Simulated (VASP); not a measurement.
# HCl (I4/mmm) in VASP: notebook

Runs on HCl. Level: r2SCAN. Tasks: single point.

All numbers are computed with VASP 6.6.1; they aren't measurements. Logs are shortened: lines on timing, memory, paths and dates and some standing lists are left out, and cuts for length are marked.

### 1 The cell of the first run

It takes space group I4/mmm (No. 139, tetragonal). The conventional cell has a = 3.988 Å, b = 3.988 Å, c = 5.475 Å, α = 90.00°, β = 90.00°, γ = 90.00°. Within 3.6 Å of H (site symmetry 4/mmm) lie 6 Cl at 2.74 to 2.82 Å. Cl (site symmetry 4/mmm) has 6 H at 2.74 to 2.82 Å within 3.6 Å.

### 2 Single point, r2SCAN (strain +0.030 along x and y, +0.000 along z)

Input file POSCAR:

```
HCl
1.0
    0.0000000000      2.8196250000      2.7375000000
    2.8196250000      0.0000000000      2.7375000000
    2.8196250000      2.8196250000      0.0000000000
H Cl
1 1
Direct
    0.0000000000      0.0000000000      0.0000000000
    0.5000000000      0.5000000000      0.5000000000
```

Input file INCAR.step1:

```
SYSTEM = HCl
PREC = Accurate
ENCUT = 520
ISMEAR = 0
SIGMA = 0.15
LREAL = .False.
LASPH = .True.
NELM = 80
NBANDS = 11
GGA = PE
ALGO = Normal
EDIFF = 1E-4
LWAVE = .True.
LCHARG = .False.
```

Input file INCAR.step2:

```
SYSTEM = HCl
PREC = Accurate
ENCUT = 520
EDIFF = 1E-6
ISMEAR = 0
SIGMA = 0.15
LREAL = .False.
LASPH = .True.
NELM = 80
ALGO = Normal
ISIF = 2
LWAVE = .False.
LCHARG = .False.
METAGGA = R2SCAN
LMIXTAU = .True.
NBANDS = 11
ISTART = 1
```

Input file KPOINTS:

```
Automatic mesh
0
Gamma
  16 16 16
  0 0 0
```

Potentials or basis: VASP PAW PBE potentials, release 64 (H, Cl).

The run is started by

```
$ cat potpaw_PBE.64/H/POTCAR potpaw_PBE.64/Cl/POTCAR > POTCAR
$ cp INCAR.step1 INCAR
$ mpirun -np 1 vasp_std > vasp.out
$ cp INCAR.step2 INCAR
$ mpirun -np 1 vasp_std > vasp.out
```

OUTCAR:

```text
SYSTEM = HCl
   PREC = Accurate
   ENCUT = 520
   EDIFF = 1E-6
   ISMEAR = 0
   LREAL = .False.
   LASPH = .True.
   NELM = 80
   ISIF = 2
   METAGGA = R2SCAN
   ISTART = 1

 ion  position               nearest neighbor table
   1  0.000  0.000  0.000-
   2  0.500  0.500  0.500-

  LATTYP: Found a body centered tetragonal cell.
 ALAT       =     3.9875519158
 C/A-ratio  =     1.3730228761

  Lattice vectors:

 A1 = (   0.0000000000,  -2.8196250000,  -2.7375000000)
 A2 = (   0.0000000000,   2.8196250000,  -2.7375000000)
 A3 = (   2.8196250000,   0.0000000000,   2.7375000000)

Analysis of symmetry for initial positions (statically):
=====================================================================
 Subroutine PRICEL returns:
 Original cell was already a primitive cell.

 Routine SETGRP: Setting up the symmetry group for a
 body centered tetragonal supercell.

 Subroutine GETGRP returns: Found 16 space group operations
 (whereof 16 operations were pure point group operations)
 out of a pool of 16 trial point group operations.

The static configuration has the point symmetry D_4h.

Analysis of symmetry for dynamics (positions and initial velocities):
=====================================================================
 Subroutine PRICEL returns:
 Original cell was already a primitive cell.

 Routine SETGRP: Setting up the symmetry group for a
 body centered tetragonal supercell.

 Subroutine GETGRP returns: Found 16 space group operations
 (whereof 16 operations were pure point group operations)
 out of a pool of 16 trial point group operations.

The dynamic configuration has the point symmetry D_4h.

 Subroutine INISYM returns: Found 16 space group operations
 (whereof 16 operations are pure point group operations),
 and found     1 'primitive' translations

----------------------------------------------------------------------------------------

                                     Primitive cell

  volume of cell :      43.5278

  direct lattice vectors                    reciprocal lattice vectors
     0.000000000  2.819625000  2.737500000    -0.177328545  0.177328545  0.182648402
     2.819625000  0.000000000  2.737500000     0.177328545 -0.177328545  0.182648402
     2.819625000  2.819625000  0.000000000     0.177328545  0.177328545 -0.182648402

  length of vectors
     3.929909845  3.929909845  3.987551916     0.310243879  0.310243879  0.310243879

  position of ions in fractional coordinates (direct lattice)
     0.000000000  0.000000000  0.000000000
     0.500000000  0.500000000  0.500000000

  ion indices of the primitive-cell ions
   primitive index   ion index
                 1           1
                 2           2

----------------------------------------------------------------------------------------

 KPOINTS: Automatic mesh

Automatic generation of k-mesh.
 Grid dimensions read from file:
 generate k-points for:   16   16   16

 Generating k-lattice:

  Cartesian coordinates                     Fractional coordinates (reciprocal lattice)
    -0.011083034  0.011083034  0.011415525     0.062500000 -0.000000000  0.000000000
     0.011083034 -0.011083034  0.011415525    -0.000000000  0.062500000  0.000000000
     0.011083034  0.011083034 -0.011415525     0.000000000  0.000000000  0.062500000

  Length of vectors
     0.019390242  0.019390242  0.019390242

  Shift w.r.t. Gamma in fractional coordinates (k-lattice)
     0.000000000  0.000000000  0.000000000

 Subroutine IBZKPT returns following result:
 ===========================================

 Found    349 irreducible k-points:

 Following reciprocal coordinates:
            Coordinates               Weight
  0.000000  0.000000  0.000000      1.000000
  0.062500 -0.000000  0.000000      8.000000
  0.125000 -0.000000  0.000000      8.000000
  0.187500 -0.000000  0.000000      8.000000
  0.250000 -0.000000  0.000000      8.000000
  0.312500 -0.000000  0.000000      8.000000
[... 16 lines left out ...]
 -0.125000  0.062500  0.000000      8.000000
 -0.062500  0.062500  0.000000      4.000000
 [... further k-points ...]
   k-points           NKPTS =    349   k-points in BZ     NKDIM =    349   number of bands    NBANDS=     11
   number of dos      NEDOS =    301   number of ions     NIONS =      2
   total plane-waves  NPLWV =  27000
   dimension x,y,z NGX =    30 NGY =   30 NGZ =   30
   dimension x,y,z NGXF=    60 NGYF=   60 NGZF=   60
   ions per type =               1   1
   NGX,Y,Z   is equivalent  to a cutoff of  12.69, 12.69, 12.51 a.u.
   NGXF,Y,Z  is equivalent  to a cutoff of  25.38, 25.38, 25.01 a.u.
 SYSTEM =  HCl
   PREC   = accura    normal or accurate (medium, high low for compatibility)
   ISTART =      1    job   : 0-new  1-cont  2-samecut
   ICHARG =      0    charge: 1-file 2-atom 10-const
   ISPIN  =      1    spin polarized calculation?
   LNONCOLLINEAR =      F non collinear calculations
   LSORBIT =      F    spin-orbit coupling
   LASPH  =      T    aspherical Exc in radial PAW
   ENCUT  =  520.0 eV  38.22 Ry    6.18 a.u.   7.31  7.31  7.41*2*pi/ulx,y,z
   NELM   =     80;   NELMIN=  2; NELMDL=  0     # of ELM steps
   EDIFF  = 0.1E-05   stopping-criterion for ELM
   LREAL  =      F    real-space projection
   EDIFFG = 0.1E-04   stopping-criterion for IOM
   NSW    =      0    number of steps for IOM
   IBRION =     -1    ionic relax: 0-MD 1-quasi-New 2-CG
   NFREE  =      0    steps in history (QN), initial steepest desc. (CG)
   ISIF   =      2    stress and relaxation
   ISYM   =      2    0-nonsym 1-usesym 2-fastsym
   POTIM  = 0.5000    time-step for ionic-motion
   TEBEG  =    0.0;   TEEND  =   0.0 temperature during run
   PSTRESS=    0.0 pullay stress
   NELECT =       8.0000    total number of electrons
   NUPDOWN=      -1.0000    fix difference up-down
   EMIN   =  10.00;   EMAX   =-10.00  energy-range for DOS
   EFERMI =   0.00;   METHOD = LEGACY
   ISMEAR =     0;   SIGMA  =   0.15  broadening in eV -4-tet -1-fermi 0-gaus
   EFERMI_NEDOS =   21; number of points for ismear=-14 and -15
   IALGO  =     38    algorithm
   IMIX   =      4    mixing-type and parameters
     AMIX     =   0.40;   BMIX     =  1.00
     AMIX_MAG =   1.60;   BMIX_MAG =  1.00
  volume/ion in A,a.u.               =      21.76       146.87
  Fermi-wavevector in a.u.,A,eV,Ry     =   0.930785  1.758928 11.787545  0.866360
  Thomas-Fermi vector in A             =   2.057209
   LORBIT       =      0    0 simple, 1 ext, 2 COOP (PROOUT), +10 PAW based schemes
   METAGGA = R2SCAN    functional components
   LHFCALC =     F    Hartree Fock is set to
   AEXX    =    0.0000 exact exchange contribution
   IVDW    =     0    specifies the selected vdW correction
   LEPSILON=     F    determine dielectric tensor
   LRPA    =     F    only Hartree local field effects (RPA)
 non-spin polarized calculation
 Gauss-broadening in eV      SIGMA  =   0.15
  energy-cutoff  :      520.00
  volume of cell :       43.53
 maximum number of plane-waves:      1203
 NGX is ok and might be reduce to    30
   NGX = 15   NGY = 15   NGZ = 15

 number of electron       8.0000000 magnetization

 Free energy of the ion-electron system (eV)
  ---------------------------------------------------
  ext. energy  EPLUGINS =         0.00000000
  ---------------------------------------------------
  free energy    TOTEN  =        -6.91918429 eV

  energy without entropy =       -6.91744466  energy(sigma->0) =       -6.91831448

 E-fermi :  -2.7970     XC(G=0):  -7.7517

 val. band max:       -2.9008934250   @ k =   0.5000   0.0000   0.5000
 cond. band min:      -2.7406115383   @ k =   0.4375   0.0000   0.4375
 fundamental gap:      0.1602818867
 Fermi energy:        -2.7970258821

 k-point     1 :       0.0000    0.0000    0.0000
  band No.  band energies     occupation
      1     -16.4581      2.00000
      2      -3.0177      1.96256
      3      -2.9617      1.87937
      4      -2.9617      1.87936
      5      -2.9329      1.79983
      6       9.0031      0.00000
      7      10.4070      0.00000
      8      10.4070      0.00000
      9      10.6060      0.00000
     10      12.5906      0.00000
     11      12.9922      0.00000

 k-point     2 :       0.0625   -0.0000    0.0000
  band No.  band energies     occupation
      1     -16.4467      2.00000
      2      -3.4608      2.00000
      3      -3.0009      1.94543
      4      -2.9694      1.89590
      5      -2.4714      0.00214
      6       8.9028      0.00000
      7      10.2520      0.00000
      8      10.4387      0.00000
      9      10.5982      0.00000
     10      12.2637      0.00000
     11      12.6055      0.00000

 k-point     3 :       0.1250   -0.0000    0.0000
  band No.  band energies     occupation
      1     -16.4137      2.00000
      2      -3.9569      2.00000
      3      -3.0160      1.96101
      4      -2.9913      1.93298
      5      -2.0194      0.00000
      6       8.5186      0.00000
      7      10.0281      0.00000
      8      10.4491      0.00000
      9      10.6392      0.00000
     10      11.8562      0.00000
     11      12.0858      0.00000

 k-point     4 :       0.1875   -0.0000    0.0000
  band No.  band energies     occupation
      1     -16.3635      2.00000
      2      -4.4288      2.00000
      3      -3.0380      1.97693
      4      -3.0236      1.96730
      5      -1.6147      0.00000
      6       7.8857      0.00000
      7      10.0674      0.00000
      8      10.2317      0.00000
      9      10.4907      0.00000
     10      11.8713      0.00000
     11      11.9652      0.00000
[... 239 lines left out ...]
 k-point    22 :      -0.1875    0.0625    0.0000
  band No.  band energies     occupation
      1     -16.3379      2.00000
      2      -4.5540      2.00000
      3      -3.1383      1.99871
      4      -3.0124      1.95766
      5      -1.5030      0.00000
      6       7.6566      0.00000
      7       9.5752      0.00000
      8      10.1702      0.00000
      9      11.0508      0.00000
     10      11.4640      0.00000
     11      12.6816      0.00000

 k-point    23 :      -0.1250    0.0625    0.0000
  band No.  band energies     occupation
      1     -16.3910      2.00000
      2      -4.1284      2.00000
      3      -3.1058      1.99640
      4      -2.9835      1.92129
      5      -1.8455      0.00000
      6       8.2637      0.00000
      7       9.6606      0.00000
      8      10.5675      0.00000
      9      10.9433      0.00000
     10      11.2049      0.00000
     11      12.6868      0.00000

 k-point    24 :      -0.0625    0.0625    0.0000
  band No.  band energies     occupation
      1     -16.4289      2.00000
      2      -3.7166      2.00000
      3      -3.0661      1.98882
      4      -2.9683      1.89359
      5      -2.2053      0.00000
      6       8.6985      0.00000
      7       9.9536      0.00000
      8      10.5373      0.00000
      9      10.7365      0.00000
     10      11.6174      0.00000
     11      12.8230      0.00000

 [... further k-points ...]
[... 5 lines left out ...]
  --------------------------------------------------------------------------------------
  -------------------------------------------------------------------------------------
  Total       -2.4244183     -2.4244183     -3.0752285      0.0000000      0.0000000      0.0000000
  in kB      -89.2383056    -89.2383056   -113.1934092      0.0000000      0.0000000      0.0000000
  external PRESSURE =     -97.2233401 kB  Pullay stress =       0.0000000 kB

 VOLUME and BASIS-vectors are now :
 -----------------------------------------------------------------------------
  energy-cutoff  :      520.00
  volume of cell :       43.53
      direct lattice vectors                 reciprocal lattice vectors
     0.000000000  2.819625000  2.737500000    -0.177328545  0.177328545  0.182648402
     2.819625000  0.000000000  2.737500000     0.177328545 -0.177328545  0.182648402
     2.819625000  2.819625000  0.000000000     0.177328545  0.177328545 -0.182648402

 POSITION                                       TOTAL-FORCE (eV/Angst)
 -----------------------------------------------------------------------------------
      0.00000      0.00000      0.00000         0.000000      0.000000     -0.000000
      2.81962      2.81962      2.73750        -0.000000      0.000000      0.000000
 -----------------------------------------------------------------------------------
    total drift:                                0.000000     -0.000000      0.000000

  FREE ENERGIE OF THE ION-ELECTRON SYSTEM (eV)
  ---------------------------------------------------
  free  energy   TOTEN  =        -6.9191842913 eV

  energy  without entropy=       -6.9174446596  energy(sigma->0) =       -6.91831448
```

Run time: 15 min. Hardware: 1 thread of Intel Xeon 8259CL, shared host; peak memory 0.28 GiB.

What came out:

```
Free energy : -6.9192 eV
Pressure    : -9.7 GPa
```

Stress tensor (GPa, compression positive):
```
 -8.92   0.00   0.00
  0.00  -8.92   0.00
  0.00   0.00 -11.32
```

Levels at points of the mesh, in eV from the Fermi level:
| k point | band 2 | band 3 | band 4 | band 5 | band 6 | band 7 |
| --- | --- | --- | --- | --- | --- | --- |
| (0.00, 0.00, 0.00) | -0.22 | -0.16 | -0.16 | -0.14 | 11.80 | 13.20 |
| (0.50, 0.00, 0.00) | -2.92 | -0.36 | -0.33 | 2.18 | 8.60 | 11.76 |
| (0.50, 0.50, 0.00) | -1.74 | -0.78 | -0.78 | -0.13 | 10.05 | 12.82 |
| (0.50, 0.00, 0.50) | -1.72 | -0.80 | -0.67 | -0.10 | 10.19 | 12.49 |

Caveat: the cell differs from its parent crystal (strain +0.030 along x and y, +0.000 along z); the cell stands under tension; the PAW data sets were made with another functional, which shifts forces and pressure a little.

### 3 Single point, r2SCAN (strain +0.015 along x and y, +0.030 along z)

Input file POSCAR:

```
HCl
1.0
    0.0000000000      2.7785625000      2.8196250000
    2.7785625000      0.0000000000      2.8196250000
    2.7785625000      2.7785625000      0.0000000000
H Cl
1 1
Direct
    0.0000000000      0.0000000000      0.0000000000
    0.5000000000      0.5000000000      0.5000000000
```

Input file INCAR.step1:

```
  PREC = Accurate
  ENCUT = 520
  ISMEAR = 0
  SIGMA = 0.15
  LREAL = F
  LASPH = T
  NELM = 100
  NBANDS = 11
  GGA = PE
  ALGO = Normal
  EDIFF = 1E-4
  LWAVE = T
  LCHARG = F
```

Input file INCAR.step2:

```
  PREC = Accurate
  ENCUT = 520
  EDIFF = 1E-6
  ISMEAR = 0
  SIGMA = 0.15
  LREAL = F
  LASPH = T
  NELM = 100
  ALGO = Normal
  ISIF = 2
  LWAVE = F
  LCHARG = F
  METAGGA = R2SCAN
  LMIXTAU = T
  NBANDS = 11
  ISTART = 1
```

Input file KPOINTS:

```
Automatic mesh
0
Gamma
  16 16 16
```

Potentials or basis: VASP PAW PBE potentials, release 64 (H, Cl).

The run is started by

```
$ cat potpaw_PBE.64/H/POTCAR potpaw_PBE.64/Cl/POTCAR > POTCAR
$ cp INCAR.step1 INCAR
$ mpirun -np 1 vasp_std > vasp.out
$ cp INCAR.step2 INCAR
$ mpirun -np 1 vasp_std > vasp.out
```

Run time: 14 min. Hardware: 1 thread of Intel Xeon 8259CL, shared host; peak memory 0.28 GiB.

It converged, with:

```yaml
Free_energy: -6.9138 eV
Pressure: -9.7 GPa
```

Stress tensor (GPa, compression positive):
```
-10.09   0.00   0.00
  0.00 -10.09   0.00
  0.00   0.00  -8.96
```

Levels at points of the mesh, in eV from the Fermi level:
```tsv
k point	band 1	band 2	band 3	band 4	band 5	band 6	band 7	band 8
(0.00, 0.00, 0.00)	-13.66	-0.19	-0.19	-0.17	-0.14	11.82	13.20	13.30
(0.50, 0.00, 0.00)	-13.34	-2.91	-0.35	-0.34	2.17	8.60	11.81	11.92
(0.50, 0.50, 0.00)	-13.26	-1.72	-0.73	-0.73	-0.10	10.18	12.49	15.50
(0.50, 0.00, 0.50)	-13.25	-1.73	-0.79	-0.73	-0.12	10.12	12.65	15.46
```

Caveat: the cell differs from its parent crystal (strain +0.015 along x and y, +0.030 along z); the cell stands under tension; the PAW data sets were made with another functional, which shifts forces and pressure a little.
